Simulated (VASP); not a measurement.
# AlN in VASP: a series of runs

Runs on AlN. Level: PBE. Tasks: single point.

Program: VASP 6.6.1. These are calculated values, not measurements. Logs are shortened: lines on timing, memory, paths and dates and some standing lists are left out, and cuts for length are marked.

## Step 1: The cell of the first run

It takes space group Immm (No. 71, orthorhombic). The conventional cell has a = 2.777 Å, b = 2.979 Å, c = 4.070 Å, α = 90.00°, β = 90.00°, γ = 90.00°. Within 3.0 Å of Al (site symmetry mmm) lie 6 N at 2.03 to 2.04 Å and 12 Al at 2.78 to 2.98 Å. Within 3.0 Å of N (site symmetry mmm) lie 6 Al at 2.03 to 2.04 Å and 12 N at 2.78 to 2.98 Å.

## Step 2: Single point, PBE (engineering shear strain xz -0.0700, engineering shear strain yz +0.0000)

INCAR

```
  PREC = Accurate
  ENCUT = 520
  EDIFF = 1E-6
  ISMEAR = 0
  SIGMA = 0.05
  LREAL = False
  LASPH = True
  NELM = 80
  ALGO = Normal
  ISIF = 2
  LWAVE = False
  LCHARG = False
  GGA = PE
  NBANDS = 11
```

KPOINTS

```
Automatic mesh
0
Gamma
  10 10 10
```

POSCAR

```
AlN
1.0
   -0.0712218703      2.0349105802      2.0349105802
    1.9636887099      0.0000000000      1.9636887099
    2.0349105802      2.0349105802     -0.0712218703
Al N
1 1
Direct
    0.5000000000      0.5000000000      0.5000000000
    0.0000000000      0.0000000000      0.0000000000
```

Potentials or basis: VASP PAW PBE potentials, release 64 (Al, N).

Started as:

```
cat potpaw_PBE.64/Al/POTCAR potpaw_PBE.64/N/POTCAR > POTCAR
mpirun -np 1 vasp_std > vasp.out
```

OUTCAR:

```text
PREC = Accurate
   ENCUT = 520
   EDIFF = 1E-6
   ISMEAR = 0
   LREAL = False
   LASPH = True
   NELM = 80
   ISIF = 2
   GGA = PE

 ion  position               nearest neighbor table
   1  0.500  0.500  0.500-   2 2.03   2 2.03   2 2.04   2 2.04   2 2.04   2 2.04
   2  0.000  0.000  0.000-   1 2.03   1 2.03   1 2.04   1 2.04   1 2.04   1 2.04

  LATTYP: Found a body centered orthorhombic cell.
 ALAT       =     2.7770752058
 B/A-ratio  =     1.0725388601
 C/A-ratio  =     1.4655062822

  Lattice vectors:

 A1 = (   2.0349105802,  -2.0349105802,  -0.0712218703)
 A2 = (  -2.0349105802,  -2.0349105802,   0.0712218703)
 A3 = (   0.0712218703,   2.0349105802,  -2.0349105802)

Analysis of symmetry for initial positions (statically):
=====================================================================
 Subroutine PRICEL returns:
 Original cell was already a primitive cell.

 Routine SETGRP: Setting up the symmetry group for a
 body centered orthorhombic supercell.

 Subroutine GETGRP returns: Found  8 space group operations
 (whereof  8 operations were pure point group operations)
 out of a pool of  8 trial point group operations.

The static configuration has the point symmetry D_2h.

Analysis of symmetry for dynamics (positions and initial velocities):
=====================================================================
 Subroutine PRICEL returns:
 Original cell was already a primitive cell.

 Routine SETGRP: Setting up the symmetry group for a
 body centered orthorhombic supercell.

 Subroutine GETGRP returns: Found  8 space group operations
 (whereof  8 operations were pure point group operations)
 out of a pool of  8 trial point group operations.

The dynamic configuration has the point symmetry D_2h.

 Subroutine INISYM returns: Found  8 space group operations
 (whereof  8 operations are pure point group operations),
 and found     1 'primitive' translations

----------------------------------------------------------------------------------------

                                     Primitive cell

  volume of cell :      16.8319

  direct lattice vectors                    reciprocal lattice vectors
    -0.071221870  2.034910580  2.034910580    -0.237401973  0.245711042  0.237401973
     1.963688710  0.000000000  1.963688710     0.254622842 -0.245711042  0.254622842
     2.034910580  2.034910580 -0.071221870     0.237401973  0.245711042 -0.237401973

  length of vectors
     2.878679332  2.777075206  2.878679332     0.416044842  0.435935201  0.416044842

  position of ions in fractional coordinates (direct lattice)
     0.500000000  0.500000000  0.500000000
     0.000000000  0.000000000  0.000000000

  ion indices of the primitive-cell ions
   primitive index   ion index
                 1           1
                 2           2

----------------------------------------------------------------------------------------

 KPOINTS: Automatic mesh

Automatic generation of k-mesh.
 Grid dimensions read from file:
 generate k-points for:   10   10   10

 Generating k-lattice:

  Cartesian coordinates                     Fractional coordinates (reciprocal lattice)
    -0.023740197  0.024571104  0.023740197     0.100000000  0.000000000  0.000000000
     0.025462284 -0.024571104  0.025462284     0.000000000  0.100000000  0.000000000
     0.023740197  0.024571104 -0.023740197     0.000000000  0.000000000  0.100000000

  Length of vectors
     0.041604484  0.043593520  0.041604484

  Shift w.r.t. Gamma in fractional coordinates (k-lattice)
     0.000000000  0.000000000  0.000000000

 Subroutine IBZKPT returns following result:
 ===========================================

 Found    171 irreducible k-points:

 Following reciprocal coordinates:
            Coordinates               Weight
  0.000000  0.000000  0.000000      1.000000
  0.100000  0.000000 -0.000000      4.000000
  0.200000  0.000000 -0.000000      4.000000
  0.300000  0.000000  0.000000      4.000000
  0.400000  0.000000  0.000000      4.000000
  0.500000  0.000000  0.000000      2.000000
[... 16 lines left out ...]
 -0.400000  0.200000  0.000000      8.000000
 -0.300000  0.200000  0.000000      8.000000
 [... further k-points ...]
   k-points           NKPTS =    171   k-points in BZ     NKDIM =    171   number of bands    NBANDS=     11
   number of dos      NEDOS =    301   number of ions     NIONS =      2
   total plane-waves  NPLWV =  13824
   dimension x,y,z NGX =    24 NGY =   24 NGZ =   24
   dimension x,y,z NGXF=    48 NGYF=   48 NGZF=   48
   ions per type =               1   1
   NGX,Y,Z   is equivalent  to a cutoff of  13.86, 14.37, 13.86 a.u.
   NGXF,Y,Z  is equivalent  to a cutoff of  27.72, 28.73, 27.72 a.u.
 SYSTEM =  unknown system
   PREC   = accura    normal or accurate (medium, high low for compatibility)
   ISTART =      0    job   : 0-new  1-cont  2-samecut
   ICHARG =      2    charge: 1-file 2-atom 10-const
   ISPIN  =      1    spin polarized calculation?
   LNONCOLLINEAR =      F non collinear calculations
   LSORBIT =      F    spin-orbit coupling
   LASPH  =      T    aspherical Exc in radial PAW
   ENCUT  =  520.0 eV  38.22 Ry    6.18 a.u.   5.35  5.16  5.35*2*pi/ulx,y,z
   NELM   =     80;   NELMIN=  2; NELMDL= -5     # of ELM steps
   EDIFF  = 0.1E-05   stopping-criterion for ELM
   LREAL  =      F    real-space projection
   EDIFFG = 0.1E-04   stopping-criterion for IOM
   NSW    =      0    number of steps for IOM
   IBRION =     -1    ionic relax: 0-MD 1-quasi-New 2-CG
   NFREE  =      0    steps in history (QN), initial steepest desc. (CG)
   ISIF   =      2    stress and relaxation
   ISYM   =      2    0-nonsym 1-usesym 2-fastsym
   POTIM  = 0.5000    time-step for ionic-motion
   TEBEG  =    0.0;   TEEND  =   0.0 temperature during run
   PSTRESS=    0.0 pullay stress
   NELECT =       8.0000    total number of electrons
   NUPDOWN=      -1.0000    fix difference up-down
   EMIN   =  10.00;   EMAX   =-10.00  energy-range for DOS
   EFERMI =   0.00;   METHOD = LEGACY
   ISMEAR =     0;   SIGMA  =   0.05  broadening in eV -4-tet -1-fermi 0-gaus
   EFERMI_NEDOS =   21; number of points for ismear=-14 and -15
   IALGO  =     38    algorithm
   IMIX   =      4    mixing-type and parameters
     AMIX     =   0.40;   BMIX     =  1.00
     AMIX_MAG =   1.60;   BMIX_MAG =  1.00
  volume/ion in A,a.u.               =       8.42        56.79
  Fermi-wavevector in a.u.,A,eV,Ry     =   1.277596  2.414307 22.208137  1.632252
  Thomas-Fermi vector in A             =   2.410187
   LORBIT       =      0    0 simple, 1 ext, 2 COOP (PROOUT), +10 PAW based schemes
   GGA     = PE    functional components
   LHFCALC =     F    Hartree Fock is set to
   AEXX    =    0.0000 exact exchange contribution
   IVDW    =     0    specifies the selected vdW correction
   LEPSILON=     F    determine dielectric tensor
   LRPA    =     F    only Hartree local field effects (RPA)
 non-spin polarized calculation
 Gauss-broadening in eV      SIGMA  =   0.05
  energy-cutoff  :      520.00
  volume of cell :       16.83
 maximum number of plane-waves:       469
 NGX is ok and might be reduce to    24
   NGX = 11   NGY = 11   NGZ = 11

 number of electron       8.0000000 magnetization

 Free energy of the ion-electron system (eV)
  ---------------------------------------------------
  ext. energy  EPLUGINS =         0.00000000
  ---------------------------------------------------
  free energy    TOTEN  =       -14.46679762 eV

  energy without entropy =      -14.46679762  energy(sigma->0) =      -14.46679762

 E-fermi :  10.5040     XC(G=0): -12.2019

 val. band max:       10.2381925031   @ k =   0.0000   0.0000   0.0000
 cond. band min:      13.3895142203   @ k =   0.5000   0.0000   0.5000
 fundamental gap:      3.1513217172
 Fermi energy:        10.5039823718

 k-point     1 :       0.0000    0.0000    0.0000
  band No.  band energies     occupation
      1      -7.6500      2.00000
      2       9.2756      2.00000
      3       9.7068      2.00000
      4      10.2382      2.00000
      5      14.9707      0.00000
      6      20.8184      0.00000
      7      22.0158      0.00000
      8      22.9430      0.00000
      9      26.5814      0.00000
     10      27.4097      0.00000
     11      27.4922      0.00000

 k-point     2 :       0.1000    0.0000   -0.0000
  band No.  band energies     occupation
      1      -7.4580      2.00000
      2       8.3477      2.00000
      3       9.4889      2.00000
      4      10.1232      2.00000
      5      15.6833      0.00000
      6      20.3980      0.00000
      7      22.0483      0.00000
      8      23.1777      0.00000
      9      25.6321      0.00000
     10      26.1887      0.00000
     11      28.0590      0.00000

 k-point     3 :       0.2000    0.0000   -0.0000
  band No.  band energies     occupation
      1      -6.9005      2.00000
      2       6.2301      2.00000
      3       9.2292      2.00000
      4       9.8412      2.00000
      5      16.5906      0.00000
      6      19.9798      0.00000
      7      22.4174      0.00000
      8      23.1041      0.00000
      9      24.7096      0.00000
     10      25.9683      0.00000
     11      27.3797      0.00000
[... 267 lines left out ...]
 k-point    23 :      -0.4000    0.2000    0.0000
  band No.  band energies     occupation
      1      -4.1973      2.00000
      2       2.1693      2.00000
      3       6.4493      2.00000
      4       8.3224      2.00000
      5      17.2423      0.00000
      6      19.7196      0.00000
      7      21.4355      0.00000
      8      22.5388      0.00000
      9      27.3524      0.00000
     10      29.0552      0.00000
     11      30.8947      0.00000

 k-point    24 :      -0.3000    0.2000    0.0000
  band No.  band energies     occupation
      1      -4.8089      2.00000
      2       3.1941      2.00000
      3       6.4536      2.00000
      4       8.6931      2.00000
      5      17.9132      0.00000
      6      19.9487      0.00000
      7      20.2945      0.00000
      8      22.2692      0.00000
      9      26.3819      0.00000
     10      28.9962      0.00000
     11      30.6742      0.00000

 [... further k-points ...]

------------------------ aborting loop because EDIFF is reached ----------------------------------------

  FORCE on cell =-STRESS in cart. coord.  units (eV):
  Direction    XX          YY          ZZ          XY          YZ          ZX
  --------------------------------------------------------------------------------------
  -------------------------------------------------------------------------------------
  Total        0.1221148     -0.0951911      0.1221148     -0.0000000      0.0000000      2.2608980
  in kB       11.6237273     -9.0609407     11.6237273     -0.0000000      0.0000000    215.2077443
  external PRESSURE =       4.7288379 kB  Pullay stress =       0.0000000 kB

 VOLUME and BASIS-vectors are now :
 -----------------------------------------------------------------------------
  energy-cutoff  :      520.00
  volume of cell :       16.83
      direct lattice vectors                 reciprocal lattice vectors
    -0.071221870  2.034910580  2.034910580    -0.237401973  0.245711042  0.237401973
     1.963688710  0.000000000  1.963688710     0.254622842 -0.245711042  0.254622842
     2.034910580  2.034910580 -0.071221870     0.237401973  0.245711042 -0.237401973

 POSITION                                       TOTAL-FORCE (eV/Angst)
 -----------------------------------------------------------------------------------
      1.96369      2.03491      1.96369         0.000000      0.000000     -0.000000
      0.00000      0.00000      0.00000        -0.000000      0.000000      0.000000
 -----------------------------------------------------------------------------------
    total drift:                                0.000000     -0.000000     -0.000000

  FREE ENERGIE OF THE ION-ELECTRON SYSTEM (eV)
  ---------------------------------------------------
  free  energy   TOTEN  =       -14.4667976245 eV

  energy  without entropy=      -14.4667976245  energy(sigma->0) =      -14.46679762
```

Run time: 23 s. Hardware: 1 thread of Intel Xeon 8259CL, shared host; peak memory 0.16 GiB.

What came out:

```yaml
Free_energy: -14.4668 eV
Pressure: 0.5 GPa
Band_gap_on_the_k_mesh: 3.15 eV (least direct gap 4.73 eV)
```

Caveat: the cell differs from its parent crystal (engineering shear strain xz -0.0700, engineering shear strain yz +0.0000).

## Step 3: Single point, PBE (engineering shear strain xz -0.0350, engineering shear strain yz +0.0000)

INCAR

```
PREC = Accurate ; ENCUT = 520
EDIFF = 1E-6 ; ISMEAR = 0
SIGMA = 0.05 ; LREAL = False
LASPH = True ; NELM = 60
ALGO = Normal ; ISIF = 2
LWAVE = False ; LCHARG = True
GGA = PE ; LELF = True
LVHAR = True ; NBANDS = 11
```

KPOINTS is that of step 2.

POSCAR

```
AlN
1.0
   -0.0356109352      2.0349105802      2.0349105802
    1.9992996450      0.0000000000      1.9992996450
    2.0349105802      2.0349105802     -0.0356109352
Al N
1 1
Direct
    0.5000000000      0.5000000000      0.5000000000
    0.0000000000      0.0000000000      0.0000000000
```

Potentials or basis: VASP PAW PBE potentials, release 64 (Al, N).

Started as:

```
cat potpaw_PBE.64/Al/POTCAR potpaw_PBE.64/N/POTCAR > POTCAR
mpirun -np 1 vasp_std > vasp.out
```

Run time: 28 s. Hardware: 1 thread of Intel Xeon 8259CL, shared host; peak memory 0.16 GiB.

Results (log left out):

```yaml
Free_energy: -14.5262 eV
Pressure: 0.0 GPa
Band_gap_on_the_k_mesh: 3.90 eV (least direct gap 5.11 eV)
```

Stress tensor (GPa, compression positive):
```
 0.19  0.00 10.72
 0.00 -0.33  0.00
10.72  0.00  0.19
```

Levels at points of the mesh, in eV from the valence-band top:
| k point | band 2 | band 3 | band 4 | band 5 | band 6 | band 7 |
| --- | --- | --- | --- | --- | --- | --- |
| (0.00, 0.00, 0.00) | -0.48 | -0.25 | 0.00 | 5.11 | 11.34 | 11.90 |
| (0.50, 0.00, 0.00) | -8.55 | -1.28 | -1.04 | 5.98 | 10.74 | 11.03 |
| (0.00, 0.50, 0.00) | -8.30 | -1.51 | -1.29 | 5.51 | 10.19 | 10.50 |
| (0.50, 0.50, 0.00) | -7.49 | -2.99 | -2.99 | 4.18 | 5.09 | 13.48 |
| (0.50, 0.00, 0.50) | -7.50 | -3.35 | -2.62 | 3.90 | 5.38 | 13.56 |

Caveat: the cell differs from its parent crystal (engineering shear strain xz -0.0350, engineering shear strain yz +0.0000).

## Step 4: Single point, PBE (engineering shear strain xz -0.0350, engineering shear strain yz -0.0350)

INCAR

```
  ALGO = Normal
  EDIFF = 1E-7
  ENCUT = 520
  GGA = PE
  ISIF = 2
  ISMEAR = 0
  LASPH = T
  LCHARG = F
  LREAL = F
  LWAVE = F
  NBANDS = 11
  NELM = 80
  PREC = Accurate
  SIGMA = 0.05
```

KPOINTS

```
k-points
0
Gamma
  10 10 10
```

POSCAR

```
AlN
1.0
   -0.0356109352      1.9992996450      1.9992996450
    1.9992996450     -0.0356109352      1.9992996450
    2.0349105802      2.0349105802     -0.0712218703
Al N
1 1
Direct
    0.5000000000      0.5000000000      0.5000000000
    0.0000000000      0.0000000000      0.0000000000
```

Started as:

```
cat potpaw_PBE.64/Al/POTCAR potpaw_PBE.64/N/POTCAR > POTCAR
mpirun -np 1 vasp_std > vasp.out
```

Run time: 60 s. Hardware: 1 thread of Intel Xeon 8259CL, shared host; peak memory 0.17 GiB.

It converged, with:

* Free energy: -14.5065 eV
* Pressure: 0.2 GPa
* Band gap on the k mesh: 3.81 eV (least direct gap 4.98 eV)

Stress tensor (GPa, compression positive):
```
 0.00 -0.52 10.70
-0.52  0.00 10.70
10.70 10.70  0.51
```

Levels at points of the mesh, in eV from the valence-band top:
| k point | band 1 | band 2 | band 3 | band 4 | band 5 | band 6 | band 7 | band 8 | band 9 |
| --- | --- | --- | --- | --- | --- | --- | --- | --- | --- |
| (0.00, 0.00, 0.00) | -17.72 | -0.68 | -0.32 | 0.00 | 4.98 | 11.09 | 11.75 | 12.59 | 16.66 |
| (0.50, 0.00, 0.00) | -14.53 | -8.52 | -1.57 | -1.17 | 5.61 | 10.30 | 10.82 | 12.61 | 15.53 |
| (0.50, 0.50, 0.00) | -13.56 | -7.58 | -3.09 | -3.07 | 4.09 | 5.00 | 13.31 | 16.55 | 16.77 |
| (0.00, 0.00, 0.50) | -14.70 | -8.77 | -1.25 | -1.02 | 6.13 | 10.89 | 11.24 | 12.31 | 15.94 |
| (0.50, 0.00, 0.50) | -13.57 | -7.59 | -3.44 | -2.71 | 3.81 | 5.29 | 13.39 | 16.48 | 16.81 |
| (0.50, 0.50, 0.50) | -14.35 | -8.27 | -1.72 | -1.50 | 5.19 | 9.87 | 10.11 | 12.96 | 15.18 |

Caveat: the cell differs from its parent crystal (engineering shear strain xz -0.0350, engineering shear strain yz -0.0350). A k mesh can miss the band edges.

## Step 5: Summary

| cell | gap on the mesh (eV) | pressure (GPa) |
| --- | --- | --- |
| a = 2.879, b = 2.777 Å, angles 61.2, 62.3, 61.2°, 2 atoms | 3.15 | 0.5 |
| a = 2.878, b = 2.827 Å, angles 60.6, 61.2, 60.6°, 2 atoms | 3.90 | 0.0 |
| a = 2.828, b = 2.828, c = 2.879 Å, angles 61.7, 61.7, 61.2°, 2 atoms | 3.81 | 0.2 |

Alike in all rows: task single point; level PBE; potentials or basis VASP PAW PBE potentials, release 64 (Al, N); no spin polarisation; k mesh 10 × 10 × 10; cutoff (eV) 520; smearing gaussian 0.05 eV.

Absolute energies hang on the potentials; compare differences alone.
